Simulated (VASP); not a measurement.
Here is a VASP 6.6.1 calculation.

Contents of INCAR:

```
SYSTEM = Sb
PREC = Accurate
ENCUT = 520
EDIFF = 1E-6
ISMEAR = -1
SIGMA = 0.1
LREAL = .FALSE.
LASPH = .TRUE.
NELM = 100
ALGO = Normal
ISIF = 2
LWAVE = .FALSE.
LCHARG = .FALSE.
GGA = CA
NBANDS = 12
```

The input KPOINTS:

```
Automatic mesh
0
G
  10 10 10
  0 0 0
```

Contents of POSCAR:

```
Sb
1.0
    0.0000000000      2.5098892199      2.5098892199
    2.5098892199      0.0000000000      2.5098892199
    2.5098892199      2.5098892199      0.0000000000
Sb
2
Direct
   -0.1250000000     -0.1250000000     -0.1250000000
    0.1250000000      0.1250000000      0.1250000000
```

Potentials or basis: VASP PAW LDA potentials, release 64 (Sb).

Launch:

```sh
$ cat potpaw_LDA.64/Sb/POTCAR > POTCAR
$ mpirun -np 1 vasp_std > vasp.out
```

Q: Predict the band gap on the k mesh.

A: Zero (band 5 reaches 19.62 eV, above the bottom of band 6 at 15.91 eV).

Q: Predict the pressure.

A: 236.5 GPa.

Caveat: spin-orbit coupling is left out, which moves the levels of the heavy elements.
